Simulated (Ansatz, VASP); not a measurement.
# SnO2: VASP beside Ansatz

The input INCAR:

```
SYSTEM = SnO2
PREC = Accurate
ENCUT = 520
EDIFF = 1E-7
ISMEAR = 0
SIGMA = 0.05
LREAL = .False.
LASPH = .True.
NELM = 60
ALGO = Normal
ISIF = 2
LWAVE = .False.
LCHARG = .False.
GGA = PE
NBANDS = 35
```

File KPOINTS:

```
Automatic mesh
0
Gamma
  6 6 8
  0 0 0
```

Contents of POSCAR:

```
SnO2
1.0
    4.8277049961      0.0000000000      0.0000000000
    0.0000000000      4.8277049961      0.0000000000
    0.0000000000      0.0000000000      3.2379909406
Sn O
2 4
Direct
    0.0000000000      0.0000000000      0.0000000000
    0.5000000000      0.5000000000      0.5000000000
    0.3066050863      0.3066050863      0.0000000000
    0.1933949137      0.8066050863      0.5000000000
    0.6933949137      0.6933949137      0.0000000000
    0.8066050863      0.1933949137      0.5000000000
```

Input for Ansatz:

```yaml
crystal:
  lattice:
    - [4.8277050067, 0.0, 0.0]
    - [0.0, 4.8277050067, 0.0]
    - [0.0, 0.0, 3.237990926]
  atoms:
    - { symbol: Sn, position: [0.0, 0.0, 0.0] }
    - { symbol: Sn, position: [0.5, 0.5, 0.5] }
    - { symbol: O, position: [0.3066050864, 0.3066050864, 0.0] }
    - { symbol: O, position: [0.1933949136, 0.8066050864, 0.5] }
    - { symbol: O, position: [0.6933949136, 0.6933949136, 0.0] }
    - { symbol: O, position: [0.8066050864, 0.1933949136, 0.5] }
basis:
  ecutwfc: 420
kpoints:
  mp_grid: { grid: [6, 6, 8] }
hamiltonian:
  xc: pbe
scf:
  occupations: { method: gaussian, width: 0.05 }
output:
  forces: true
  stress: true
  eigenvalues: true
  write_density: true
  write_potential: true
  elf: true
  volumetric_format: npy
```

Alike in both runs: task single point; functional PBE; k mesh 6 × 6 × 8; occupations gaussian, width 0.05 eV; no spin polarisation.

|  | VASP | Ansatz |
| --- | --- | --- |
| version | VASP 6.6.1 | Ansatz 0.2.0 |
| potentials or method | VASP PAW PBE potentials, release 64 (Sn_d, O), cutoff 520 eV | scalar-relativistic, plane waves, PAW |
| valence electrons in the cell | 52 | 52 |

Ansatz gave:

```
gap on the k mesh at the Fermi level (eV)                     : 0.68
least direct gap on the mesh (eV)                             : 0.68
pressure (GPa)                                                : 0.0
traceless stress, the component that is largest in VASP (GPa) : 0.01
rms of the force components (eV/Å)                            : 0.002
```

Question: Which values does VASP return?

Answer: gap on the k mesh at the Fermi level (eV): 0.67; least direct gap on the mesh (eV): 0.67; pressure (GPa): 0.6; traceless stress, the component that is largest in VASP (GPa): 0.21; rms of the force components (eV/Å): 0.010.

Atom by atom the forces differ by 0.008 eV/Å (rms over components).
